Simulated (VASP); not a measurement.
Crystal: Si2Ni.

```xyz
3
Lattice="0.0000 2.7030 2.7030 2.7030 0.0000 2.7030 2.7030 2.7030 0.0000" Properties=species:S:1:pos:R:3 pbc="T T T"
Ni    0.0000    0.0000    0.0000
Si    4.0545    4.0545    4.0545
Si    1.3515    1.3515    1.3515
```

```yaml
Program: VASP 6.6.1
Task: relaxation of cell and atoms
Functional: revPBE
Potentials_or_basis: VASP PAW PBE potentials, release 64 (Ni, Si)
Cutoff: 600 eV
k_mesh: 9 × 9 × 9
Occupations: fermi-dirac, width 0.05 eV
Spin: collinear spin, ferromagnetic start
Starting_moments: "[1.0, 0.0, 0.0] μB"
```

At the start: pressure 5.4 GPa; volume 13.17 Å³/atom.

Q: How do energy, volume and symmetry change on relaxing?

A: Over 5 steps the energy falls by 8.3 meV/atom and the volume is 13.65 Å³/atom (+3.7 %); space group Fm-3m (No. 225, to 0.05 Å); moment 0.00 μB per cell.

The path:
| step | energy change (eV) | largest force (eV/Å) | pressure (GPa) | volume (Å³) |
| --- | --- | --- | --- | --- |
| 1 | 0.0000 | 0.0000 | 5.44 | 39.50 |
| 2 | -0.0119 | 0.0000 | -3.63 | 42.11 |
| 3 | -0.0248 | 0.0000 | 0.15 | 40.99 |
| 4 | -0.0248 | 0.0000 | -0.16 | 41.04 |
| 5 | -0.0248 | 0.0000 | 0.09 | 40.96 |

Final structure:
```
CELL_PARAMETERS angstrom
0.00000 2.73605 2.73605
2.73605 0.00000 2.73605
2.73605 2.73605 0.00000
ATOMIC_POSITIONS crystal
Ni 0.00000 0.00000 0.00000
Si 0.75000 0.75000 0.75000
Si 0.25000 0.25000 0.25000
```

Caveat: the PAW data sets were made with another functional, which shifts forces and pressure a little.
